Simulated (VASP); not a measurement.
# Sc2B3 (P3m1) in VASP: further runs, part 2 of 2

VASP 6.6.1. The steps go on from the part before.

### Step 4. Relaxation of cell and atoms, PBE

The input, INCAR:

```
  ALGO = Normal
  EDIFF = 1E-6
  EDIFFG = -0.04
  ENCUT = 600
  GGA = PE
  IBRION = 2
  ISIF = 3
  ISMEAR = 0
  LASPH = T
  LCHARG = F
  LREAL = F
  LWAVE = F
  NELM = 100
  NSW = 90
  PREC = Accurate
  SIGMA = 0.1
```

The input, KPOINTS:

```
k-points
0
Gamma
  6 6 4
```

The input, POSCAR:

```
Sc2B3
1.0
    3.8462953000      0.0000000000      0.0000000000
   -1.9231476500      3.3309894400      0.0000000000
    0.0000000000      0.0000000000      4.3841286000
Sc B
2 3
Direct
    0.3333333300      0.6666666700      0.1487108700
    0.0000000000      0.0000000000      0.4653478600
    0.8490937800      0.1509062200      0.9569516200
    0.8490937800      0.6981875600      0.9569516200
    0.3018124400      0.1509062200      0.9569516200
```

Potentials or basis: VASP PAW PBE potentials, release 64 (Sc_sv, B).

Run with:

```bash
> cat potpaw_PBE.64/Sc_sv/POTCAR potpaw_PBE.64/B/POTCAR > POTCAR
> mpirun -np 1 vasp_std > vasp.out
```

OUTCAR:

```text
EDIFF = 1E-6
   EDIFFG = -0.04
   ENCUT = 600
   GGA = PE
   IBRION = 2
   ISIF = 3
   ISMEAR = 0
   LASPH = T
   LREAL = F
   NELM = 100
   NSW = 90
   PREC = Accurate

 ion  position               nearest neighbor table
   1  0.333  0.667  0.149-   5 2.10   4 2.10   3 2.10   3 2.10   5 2.10   4 2.10   2 2.62   2 2.62
                             2 2.62
   2  0.000  0.000  0.465-   4 2.38   5 2.38   3 2.38   4 2.45   5 2.45   3 2.45   1 2.62   1 2.62
                             1 2.62
   3  0.849  0.151  0.957-   4 1.74   5 1.74   1 2.10   1 2.10   4 2.11   5 2.11   2 2.38   2 2.45

   4  0.849  0.698  0.957-   3 1.74   5 1.74   1 2.10   1 2.10   3 2.11   5 2.11   2 2.38   2 2.45

   5  0.302  0.151  0.957-   4 1.74   3 1.74   1 2.10   1 2.10   4 2.11   3 2.11   2 2.38   2 2.45

  LATTYP: Found a hexagonal cell.
 ALAT       =     3.8462953000
 C/A-ratio  =     1.1398315153

  Lattice vectors:

 A1 = (   3.8462953000,   0.0000000000,   0.0000000000)
 A2 = (  -1.9231476500,   3.3309894400,   0.0000000000)
 A3 = (   0.0000000000,   0.0000000000,   4.3841286000)

Analysis of symmetry for initial positions (statically):
=====================================================================
 Subroutine PRICEL returns:
 Original cell was already a primitive cell.

 Routine SETGRP: Setting up the symmetry group for a
 hexagonal supercell.

 Subroutine GETGRP returns: Found  6 space group operations
 (whereof  6 operations were pure point group operations)
 out of a pool of 24 trial point group operations.

The static configuration has the point symmetry C_3v.

Analysis of symmetry for dynamics (positions and initial velocities):
=====================================================================
 Subroutine PRICEL returns:
 Original cell was already a primitive cell.

 Routine SETGRP: Setting up the symmetry group for a
 hexagonal supercell.

 Subroutine GETGRP returns: Found  6 space group operations
 (whereof  6 operations were pure point group operations)
 out of a pool of 24 trial point group operations.

The dynamic configuration has the point symmetry C_3v.

 Subroutine INISYM returns: Found  6 space group operations
 (whereof  6 operations are pure point group operations),
 and found     1 'primitive' translations

----------------------------------------------------------------------------------------

                                     Primitive cell

  volume of cell :      56.1693

  direct lattice vectors                    reciprocal lattice vectors
     3.846295300  0.000000000  0.000000000     0.259990438  0.150105549  0.000000000
    -1.923147650  3.330989440  0.000000000     0.000000000  0.300211099  0.000000000
     0.000000000  0.000000000  4.384128600     0.000000000  0.000000000  0.228095499

  length of vectors
     3.846295300  3.846295300  4.384128600     0.300211099  0.300211099  0.228095499

  position of ions in fractional coordinates (direct lattice)
     0.333333330  0.666666670  0.148710870
     0.000000000  0.000000000  0.465347860
     0.849093780  0.150906220  0.956951620
     0.849093780  0.698187560  0.956951620
     0.301812440  0.150906220  0.956951620

  ion indices of the primitive-cell ions
   primitive index   ion index
                 1           1
                 2           2
                 3           3
                 4           4
                 5           5

----------------------------------------------------------------------------------------

 KPOINTS: k-points

Automatic generation of k-mesh.
 Grid dimensions read from file:
 generate k-points for:    6    6    4

 Generating k-lattice:

  Cartesian coordinates                     Fractional coordinates (reciprocal lattice)
     0.043331740  0.025017592  0.000000000     0.166666667  0.000000000  0.000000000
     0.000000000  0.050035183  0.000000000     0.000000000  0.166666667  0.000000000
     0.000000000  0.000000000  0.057023875     0.000000000  0.000000000  0.250000000

  Length of vectors
     0.050035183  0.050035183  0.057023875

  Shift w.r.t. Gamma in fractional coordinates (k-lattice)
     0.000000000  0.000000000  0.000000000

 Subroutine IBZKPT returns following result:
 ===========================================

 Found     24 irreducible k-points:

 Following reciprocal coordinates:
            Coordinates               Weight
  0.000000  0.000000  0.000000      1.000000
  0.166667  0.000000  0.000000      6.000000
  0.333333  0.000000  0.000000      6.000000
  0.500000  0.000000  0.000000      3.000000
  0.166667  0.166667  0.000000      6.000000
  0.333333  0.166667  0.000000     12.000000
[... 16 lines left out ...]
  0.333333  0.166667  0.500000     12.000000
  0.333333  0.333333  0.500000      2.000000
   k-points           NKPTS =     24   k-points in BZ     NKDIM =     24   number of bands    NBANDS=     19
   number of dos      NEDOS =    301   number of ions     NIONS =      5
   total plane-waves  NPLWV =  36864
   dimension x,y,z NGX =    32 NGY =   32 NGZ =   36
   dimension x,y,z NGXF=    64 NGYF=   64 NGZF=   72
   ions per type =               2   3
   NGX,Y,Z   is equivalent  to a cutoff of  13.83, 13.83, 13.65 a.u.
   NGXF,Y,Z  is equivalent  to a cutoff of  27.66, 27.66, 27.30 a.u.
 SYSTEM =  unknown system
   PREC   = accura    normal or accurate (medium, high low for compatibility)
   ISTART =      0    job   : 0-new  1-cont  2-samecut
   ICHARG =      2    charge: 1-file 2-atom 10-const
   ISPIN  =      1    spin polarized calculation?
   LNONCOLLINEAR =      F non collinear calculations
   LSORBIT =      F    spin-orbit coupling
   LASPH  =      T    aspherical Exc in radial PAW
   ENCUT  =  600.0 eV  44.10 Ry    6.64 a.u.   7.68  7.68  8.76*2*pi/ulx,y,z
   NELM   =    100;   NELMIN=  2; NELMDL= -5     # of ELM steps
   EDIFF  = 0.1E-05   stopping-criterion for ELM
   LREAL  =      F    real-space projection
   EDIFFG = -.4E-01   stopping-criterion for IOM
   NSW    =     90    number of steps for IOM
   IBRION =      2    ionic relax: 0-MD 1-quasi-New 2-CG
   NFREE  =      1    steps in history (QN), initial steepest desc. (CG)
   ISIF   =      3    stress and relaxation
   ISYM   =      2    0-nonsym 1-usesym 2-fastsym
   POTIM  = 0.5000    time-step for ionic-motion
   TEBEG  =    0.0;   TEEND  =   0.0 temperature during run
   PSTRESS=    0.0 pullay stress
   NELECT =      31.0000    total number of electrons
   NUPDOWN=      -1.0000    fix difference up-down
   EMIN   =  10.00;   EMAX   =-10.00  energy-range for DOS
   EFERMI =   0.00;   METHOD = LEGACY
   ISMEAR =     0;   SIGMA  =   0.10  broadening in eV -4-tet -1-fermi 0-gaus
   EFERMI_NEDOS =   21; number of points for ismear=-14 and -15
   IALGO  =     38    algorithm
   IMIX   =      4    mixing-type and parameters
     AMIX     =   0.40;   BMIX     =  1.00
     AMIX_MAG =   1.60;   BMIX_MAG =  1.00
  volume/ion in A,a.u.               =      11.23        75.81
  Fermi-wavevector in a.u.,A,eV,Ry     =   1.342855  2.537627 24.534823  1.803259
  Thomas-Fermi vector in A             =   2.470975
   LORBIT       =      0    0 simple, 1 ext, 2 COOP (PROOUT), +10 PAW based schemes
   GGA     = PE    functional components
   LHFCALC =     F    Hartree Fock is set to
   AEXX    =    0.0000 exact exchange contribution
   IVDW    =     0    specifies the selected vdW correction
   LEPSILON=     F    determine dielectric tensor
   LRPA    =     F    only Hartree local field effects (RPA)
 conjugate gradient relaxation of ions
 non-spin polarized calculation
 Gauss-broadening in eV      SIGMA  =   0.10
  energy-cutoff  :      600.00
  volume of cell :       56.17
 maximum number of plane-waves:      1908
 NGX is ok and might be reduce to    32
   NGX = 15   NGY = 15   NGZ = 17

--------------------------------------- Ionic step        1  -------------------------------------------

 number of electron      31.0000001 magnetization

 Free energy of the ion-electron system (eV)
  ---------------------------------------------------
  ext. energy  EPLUGINS =         0.00000000
  ---------------------------------------------------
  free energy    TOTEN  =       -27.69528716 eV

  energy without entropy =      -27.66840836  energy(sigma->0) =      -27.68184776

------------------------ aborting loop because EDIFF is reached ----------------------------------------

  FORCE on cell =-STRESS in cart. coord.  units (eV):
  Direction    XX          YY          ZZ          XY          YZ          ZX
  --------------------------------------------------------------------------------------
  -------------------------------------------------------------------------------------
  Total       13.2637828     13.2637828     13.4207958     -0.0000000      0.0000000      0.0000000
  in kB      378.3370041    378.3370040    382.8156517     -0.0000000      0.0000000      0.0000000
  external PRESSURE =     379.8298866 kB  Pullay stress =       0.0000000 kB
[... 1159 lines left out ...]
      6     -24.9409      2.00000
[... 11 lines left out ...]
     18       4.3426      0.00000
     19       5.1591      0.00000

[... ionic steps 4 to 31 ...]

--------------------------------------- Ionic step       32  -------------------------------------------

 number of electron      30.9999998 magnetization

------------------------ aborting loop because EDIFF is reached ----------------------------------------
[... 73 lines left out ...]
--------------------------------------- Ionic step       34  -------------------------------------------

 number of electron      30.9999998 magnetization

 Free energy of the ion-electron system (eV)
  ---------------------------------------------------
  ext. energy  EPLUGINS =         0.00000000
  ---------------------------------------------------
  free energy    TOTEN  =       -32.60670010 eV

  energy without entropy =      -32.57635159  energy(sigma->0) =      -32.59152585

 E-fermi :   4.7258     XC(G=0): -10.4990

 val. band max:        4.7155452534   @ k =   0.3333   0.0000   0.5000
 cond. band min:       4.7312030530   @ k =   0.1667   0.1667   0.5000
 fundamental gap:      0.0156577996
 Fermi energy:         4.7257557858
[... 558 lines left out ...]
  FREE ENERGIE OF THE ION-ELECTRON SYSTEM (eV)
  ---------------------------------------------------
  free  energy   TOTEN  =       -32.6067000967 eV

  energy  without entropy=      -32.5763515939  energy(sigma->0) =      -32.59152585

 reached required accuracy - stopping structural energy minimisation
```

It took 17 min on 1 thread of Oxide Virtual Turin-like, shared host; peak memory 0.18 GiB.

Results:

```
Free energy                            : -32.6067 eV
Relaxed volume                         : 13.87 Å³/atom
Relaxed cell                           : a = 3.422 Å, b = 3.422 Å, c = 6.838 Å, α = 90.00°, β = 90.00°, γ = 120.00°
Space group after relaxing (to 0.05 Å) : P3m1 (No. 156)
Energy gained by relaxing              : 982.3 meV/atom
Ionic steps                            : 34
Pressure after relaxing                : -0.1 GPa
Largest force after relaxing           : 0.033 eV/Å
```

Forces on the atoms (eV/Å):
```
Sc   0.000  0.000 -0.017
Sc   0.000  0.000 -0.020
B    0.027 -0.015  0.013
B    0.000  0.031  0.013
B   -0.027 -0.015  0.013
```

The path:
| step | energy change (eV) | largest force (eV/Å) | pressure (GPa) | volume (Å³) |
| --- | --- | --- | --- | --- |
| 1 | 0.0000 | 3.1642 | 37.98 | 56.17 |
| 2 | -0.8797 | 2.3632 | -12.51 | 80.72 |
| 3 | -1.5387 | 0.6279 | 0.42 | 69.27 |
| 4 | -1.5391 | 0.5710 | 0.90 | 68.99 |
| 5 | -1.6582 | 0.3867 | 0.17 | 70.20 |
| 6 | -1.8089 | 0.7206 | 0.50 | 73.56 |
| 7 | -1.9607 | 0.7478 | -2.42 | 75.42 |
| 8 | -2.6128 | 1.6544 | -10.42 | 80.52 |
| 9 | -3.0918 | 1.7041 | -18.67 | 88.80 |
| 10 | -3.1550 | 1.6531 | -16.16 | 84.74 |
| 11 | -3.2176 | 1.6902 | -17.61 | 86.29 |
| 12 | -3.2074 | 1.6949 | -17.13 | 85.75 |
| 13 | -3.2144 | 1.6901 | -17.22 | 85.83 |
| 14 | -3.2332 | 1.6762 | -17.46 | 86.07 |
| 15 | -3.2606 | 1.6524 | -17.86 | 86.53 |
| 16 | -3.2693 | 1.6808 | -18.28 | 87.39 |
| 17 | -3.2726 | 1.6602 | -18.13 | 86.98 |
| 18 | -3.3031 | 1.6572 | -18.02 | 86.76 |
| 19 | -3.3935 | 1.6423 | -17.72 | 86.11 |
| 20 | -3.5685 | 1.6191 | -17.03 | 84.81 |
| 21 | -3.8927 | 1.5680 | -15.44 | 82.26 |
| 22 | -4.4169 | 1.4423 | -11.22 | 77.28 |
| 23 | -4.7638 | 1.0883 | 2.77 | 67.87 |
| 24 | -4.7873 | 1.1799 | -1.00 | 69.83 |
| 25 | -4.7876 | 1.1637 | -0.43 | 69.51 |
| 26 | -4.8185 | 1.0337 | -0.31 | 69.38 |
| 27 | -4.8681 | 0.6334 | 0.25 | 68.97 |
| 28 | -4.8703 | 0.7996 | 0.46 | 68.86 |
| 29 | -4.8947 | 0.4196 | 0.47 | 68.85 |
| 30 | -4.9032 | 0.3085 | 0.57 | 68.84 |
| 31 | -4.9072 | 0.2211 | 0.33 | 69.00 |
| 32 | -4.9110 | 0.0890 | -0.15 | 69.37 |
| 33 | -4.9111 | 0.0920 | -0.19 | 69.40 |
| 34 | -4.9114 | 0.0333 | -0.07 | 69.34 |

Final structure:
```
CELL_PARAMETERS angstrom
3.42178 0.00000 0.00000
-1.71089 2.96335 0.00000
0.00000 0.00000 6.83817
ATOMIC_POSITIONS crystal
Sc 0.33333 0.66667 0.18069
Sc 0.00000 0.00000 0.56249
B 0.83368 0.16632 0.91391
B 0.83368 0.66736 0.91391
B 0.33264 0.16632 0.91391
```

Caveat: the volume moved by over 15 % at a fixed basis, so the end points are rough.

### Step 5. The runs side by side

```csv
task,cell,cutoff (eV),gap on the mesh (eV),pressure (GPa),largest force (eV/Å)
single point,"a = 3.846, b = 3.846, c = 4.384 Å, angles 90.0, 90.0, 120.0°, 5 atoms",520,none,38.0,3.16
single point,"a = 3.421, b = 3.421, c = 6.866 Å, angles 90.0, 90.0, 120.0°, 5 atoms",520,none,0.1,0.04
relaxation of cell and atoms,"relaxed from a = 3.846, b = 3.846, c = 4.384 Å, angles 90.0, 90.0, 120.0°, 5 atoms",600,none,-0.1,0.03
```

Alike in all rows: level PBE; potentials or basis VASP PAW PBE potentials, release 64 (Sc_sv, B); no spin polarisation; k mesh 6 × 6 × 4; smearing gaussian 0.1 eV.

Caveats: forces of over 1 eV/Å act on the atoms, so gaps and moduli don't describe the material at rest (some runs); the volume moved by over 15 % at a fixed basis, so the end points are rough (some runs).

Absolute energies hang on the potentials; compare differences alone.
